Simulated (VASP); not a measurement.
The system is TePb4Se3.

```xyz
8
Lattice="4.4143 0.0000 0.0000 0.0000 4.4143 0.0000 0.0000 0.0000 12.4857" Properties=species:S:1:pos:R:3 pbc="T T T"
Te    0.0000    0.0000    0.0000
Pb    0.0000    0.0000    9.3642
Pb    2.2072    2.2072    0.0000
Pb    0.0000    0.0000    3.1214
Pb    2.2072    2.2072    6.2428
Se    2.2072    2.2072    3.1214
Se    0.0000    0.0000    6.2428
Se    2.2072    2.2072    9.3642
```

* Program: VASP 6.6.1
* Task: relaxation of cell and atoms
* Functional: PBE
* Potentials or basis: VASP PAW PBE potentials, release 64 (Te, Pb_d, Se)
* Cutoff: 600 eV
* k mesh: 4 × 4 × 2
* Occupations: gaussian, width 0.1 eV
* Spin: no spin polarisation

At the start: pressure 1.7 GPa; volume 30.41 Å³/atom.

Q: How do energy, volume and symmetry change on relaxing?

A: Over 8 steps the energy falls by 10.3 meV/atom and the volume is 31.51 Å³/atom (+3.6 %); space group P4/mmm (No. 123, to 0.1 Å) before and after.

Step by step:
| step | energy change (eV) | largest force (eV/Å) | pressure (GPa) | volume (Å³) |
| --- | --- | --- | --- | --- |
| 1 | 0.0000 | 0.4481 | 1.68 | 243.30 |
| 2 | -0.0562 | 0.2924 | -0.47 | 254.73 |
| 3 | -0.0578 | 0.3133 | -0.19 | 253.05 |
| 4 | -0.0673 | 0.2382 | -0.13 | 252.67 |
| 5 | -0.0801 | 0.0969 | 0.05 | 251.52 |
| 6 | -0.0815 | 0.0736 | -0.03 | 252.01 |
| 7 | -0.0819 | 0.0551 | -0.09 | 252.41 |
| 8 | -0.0828 | 0.0299 | -0.04 | 252.09 |

Final structure:
```xyz
8
Lattice="4.4687 0.0000 0.0000 0.0000 4.4687 0.0000 0.0000 0.0000 12.6238" Properties=species:S:1:pos:R:3 pbc="T T T"
Te    0.0000    0.0000    0.0000
Pb    0.0000    4.4687    9.3741
Pb    2.2344    2.2344    0.0000
Pb    0.0000    0.0000    3.2497
Pb    2.2344    2.2344    6.3119
Se    2.2344    2.2344    3.1776
Se    0.0000    0.0000    6.3119
Se    2.2344    2.2344    9.4462
```
